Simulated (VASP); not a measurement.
Here is a VASP 6.6.1 calculation.

The input POSCAR:

```
Ir
1.0
    2.7290915489      0.0000000000      0.0000000000
   -1.3645457745      2.3634626106      0.0000000000
    0.0000000000      0.0000000000      4.4276445707
Ir
2
Direct
    0.3333333333      0.6666666667      0.2500000000
    0.6666666667      0.3333333333      0.7500000000
```

Contents of INCAR.step1:

```
SYSTEM = Ir
  PREC = Accurate
  ENCUT = 520
  ISMEAR = -1
  SIGMA = 0.1
  LREAL = .FALSE.
  LASPH = .TRUE.
  NELM = 100
  NBANDS = 16
  GGA = PE
  ALGO = Normal
  EDIFF = 1E-4
  LWAVE = .TRUE.
  LCHARG = .FALSE.
```

Contents of INCAR.step2:

```
SYSTEM = Ir
  PREC = Accurate
  ENCUT = 520
  EDIFF = 1E-6
  ISMEAR = -1
  SIGMA = 0.1
  LREAL = .FALSE.
  LASPH = .TRUE.
  NELM = 100
  ALGO = Normal
  ISIF = 2
  LWAVE = .FALSE.
  LCHARG = .TRUE.
  METAGGA = R2SCAN
  LMIXTAU = .TRUE.
  LELF = .TRUE.
  LVHAR = .TRUE.
  NBANDS = 16
  ISTART = 1
```

Contents of KPOINTS:

```
regular mesh
0
G
  15 15 8
  0 0 0
```

Potentials or basis: VASP PAW PBE potentials, release 64 (Ir).

Command:

```sh
$ cat potpaw_PBE.64/Ir/POTCAR > POTCAR
$ cp INCAR.step1 INCAR
$ mpirun -np 1 vasp_std > vasp.out
$ cp INCAR.step2 INCAR
$ mpirun -np 1 vasp_std > vasp.out
```

What does it give for the band gap on the k mesh?

Zero (bands 9 and 10 overlap by 3.33 eV).

What does it give for the pressure?

2.3 GPa.

Stress tensor (GPa, compression positive):
```
2.37 0.00 0.00
0.00 2.37 0.00
0.00 0.00 2.24
```

Caveat: the PAW data sets were made with another functional, which shifts forces and pressure a little; spin-orbit coupling is left out, which moves the levels of the heavy elements.
